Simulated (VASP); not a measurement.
Wanted: the native input for a VASP 6.6.1 run.

```
Task                   : single point
Functional             : PBEsol
Potentials or basis    : VASP PAW PBE potentials, release 64 (Au)
Cutoff                 : 520 eV
k mesh                 : 20 × 20 × 20
Occupations            : gaussian, width 0.15 eV
Spin                   : no spin polarisation
Dipole correction      : no
Further INCAR settings : ALGO = Normal; EDIFF = 1e-06; NBANDS = 12
```

The structure of Au lies in POSCAR:

```
Au
1.0
    0.0000000000      2.0966375000      2.0455000000
    2.0966375000      0.0000000000      2.0455000000
    2.0966375000      2.0966375000      0.0000000000
Au
1
Direct
    0.0000000000      0.0000000000      0.0000000000
```

This cell differs from its parent crystal: strain +0.025 along x and y, +0.000 along z.

These files were run (other wordings do the same):

INCAR

```
PREC = Accurate
ENCUT = 520
EDIFF = 1E-6
ISMEAR = 0
SIGMA = 0.15
LREAL = False
LASPH = True
NELM = 80
ALGO = Normal
ISIF = 2
LWAVE = False
LCHARG = False
GGA = PS
NBANDS = 12
```

KPOINTS

```
regular mesh
0
Gamma
  20 20 20
```

Potentials or basis: VASP PAW PBE potentials, release 64 (Au).

Command:

```console
$ cat potpaw_PBE.64/Au/POTCAR > POTCAR
$ mpirun -np 1 vasp_std > vasp.out
```

It gave:

| Property | Result |
| --- | --- |
| Pressure | -8.4 GPa |

Caveat: the cell differs from its parent crystal (strain +0.025 along x and y, +0.000 along z); the PAW data sets were made with another functional, which shifts forces and pressure a little.

Run time: 2.2 min on 1 thread of Intel(R) Xeon(R) Platinum 8175M CPU @ 2.50GHz (Skylake/Cascade Lake), on a shared host, peak memory 0.26 GiB.
